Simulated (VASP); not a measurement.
## BAs: relaxation of cell and atoms with PBEsol+D4

Crystal: BAs.

```
CELL_PARAMETERS angstrom
2.12755 0.00000 0.00000
0.00000 3.17406 0.00000
0.00000 0.00000 4.95098
ATOMIC_POSITIONS crystal
B 0.00000 0.50000 0.00000
As 0.50000 0.50000 0.50000
```

| Quantity | Value |
| --- | --- |
| Program | VASP 6.6.1 |
| Task | relaxation of cell and atoms |
| Functional | PBEsol |
| Dispersion | D4 |
| Potentials or basis | VASP PAW PBE potentials, release 64 (B, As) |
| Cutoff | 600 eV |
| k mesh | 12 × 8 × 6 |
| Occupations | fermi-dirac, width 0.05 eV |
| Spin | no spin polarisation |
| Dipole correction | no |
| Further INCAR settings | ALGO = Normal; EDIFF = 1e-06; IBRION = 2; EDIFFG = -0.01; NSW = 60; ISIF = 3 |

```yaml
Relaxed_volume: 12.39 Å³/atom
Relaxed_cell: a = 3.111 Å, b = 2.548 Å, c = 3.127 Å, α = 90.00°, β = 90.00°, γ = 90.00°
Space_group_after_relaxing_to_0.05_Å: P4/mmm (No. 123)
Energy_gained_by_relaxing: 1206.2 meV/atom
Ionic_steps: 19
Pressure_after_relaxing: 0.1 GPa
Band_gap_on_the_k_mesh: zero (band 4 reaches 9.53 eV, above the bottom of band 5 at 4.24 eV)
Dispersion_energy_per_atom: -0.237 eV
```

Stress tensor (GPa, compression positive):
```
0.09 0.00 0.00
0.00 0.10 0.00
0.00 0.00 0.01
```

The path:
```csv
step,energy change (eV),largest force (eV/Å),pressure (GPa),volume (Å³)
1,0.0000,0.0000,1.34,33.43
2,-0.6313,0.0000,-9.36,33.76
3,-0.6949,0.0000,-11.19,33.75
4,-0.8580,0.0000,-14.51,33.63
5,-1.1327,0.0000,-17.57,33.09
6,-1.7012,0.0000,-13.92,28.75
7,-1.9084,0.0000,18.50,22.43
8,-2.0243,0.0000,-3.85,25.51
9,-2.0575,0.0000,1.32,24.58
10,-2.0596,0.0000,3.58,24.28
11,-2.2097,0.0000,14.00,22.67
12,-2.2106,0.0000,13.17,22.78
13,-2.3888,0.0000,2.33,24.36
14,-2.3894,0.0000,1.74,24.49
15,-2.4117,0.0000,-0.01,24.77
16,-2.4122,0.0000,-0.21,24.81
17,-2.4122,0.0000,-0.25,24.82
18,-2.4123,0.0000,0.13,24.78
19,-2.4123,0.0000,0.06,24.79
```

Final structure:
```
B As
1.0
     3.11072    0.00000    0.00000
     0.00000    2.54803    0.00000
     0.00000    0.00000    3.12703
B As
1 1
Direct
  0.00000 0.50000 0.00000
  0.50000 0.50000 0.50000
```

Levels at points of the mesh, in eV from the Fermi level:
| k point | band 2 | band 3 | band 4 | band 5 | band 6 | band 7 |
| --- | --- | --- | --- | --- | --- | --- |
| (0.00, 0.00, 0.00) | -3.30 | -3.18 | -1.48 | 3.50 | 4.15 | 9.26 |
| (0.50, 0.00, 0.00) | -10.74 | 0.57 | 0.62 | 2.43 | 4.35 | 6.05 |
| (0.00, 0.50, 0.00) | -8.34 | -1.01 | -0.89 | 1.81 | 3.51 | 7.75 |
| (0.50, 0.50, 0.00) | -7.38 | -5.82 | -3.38 | 2.40 | 3.44 | 6.05 |
| (0.00, 0.00, 0.50) | -10.77 | 0.66 | 0.70 | 2.52 | 4.49 | 6.03 |
| (0.50, 0.00, 0.50) | -8.03 | -8.02 | -6.66 | 6.76 | 8.57 | 11.93 |
| (0.00, 0.50, 0.50) | -7.40 | -5.86 | -3.41 | 2.46 | 3.53 | 6.15 |
| (0.50, 0.50, 0.50) | -5.34 | -5.33 | -4.44 | -2.98 | -1.59 | 3.25 |

Run time: 10 min on 1 thread of AMD EPYC 7R13 (shared host), peak memory 0.18 GiB.

Caveat: the volume moved by over 15 % at a fixed basis, so the end points are rough; the PAW data sets were made with another functional, which shifts forces and pressure a little.
